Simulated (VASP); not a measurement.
Runs of VASP 6.6.1 on SiC (Moissanite 3C). The structure is that of space group F-43m (No. 216), or close to it. The cells are those of the table. 

```csv
cell,gap on the mesh (eV),pressure (GPa)
"a = 3.019 Å, angles 60.0°, 2 atoms",1.30,(a)
"a = 3.061 Å, angles 60.0°, 2 atoms",1.34,7.9
"a = 3.040 Å, angles 60.0°, 2 atoms",1.32,13.1
"a = 3.122 Å, angles 60.0°, 2 atoms",1.39,-5.0
"a = 3.142 Å, angles 60.0°, 2 atoms",(c),(b)
```

Alike in all rows: task single point; level PBE; potentials or basis VASP PAW PBE potentials, release 64 (Si, C); no spin polarisation; k mesh 8 × 8 × 8; cutoff (eV) 520; smearing gaussian 0.01 eV.

Estimate the missing entries.

(a) 18.9; (b) -8.5; (c) 1.41.

A k mesh can miss the band edges.
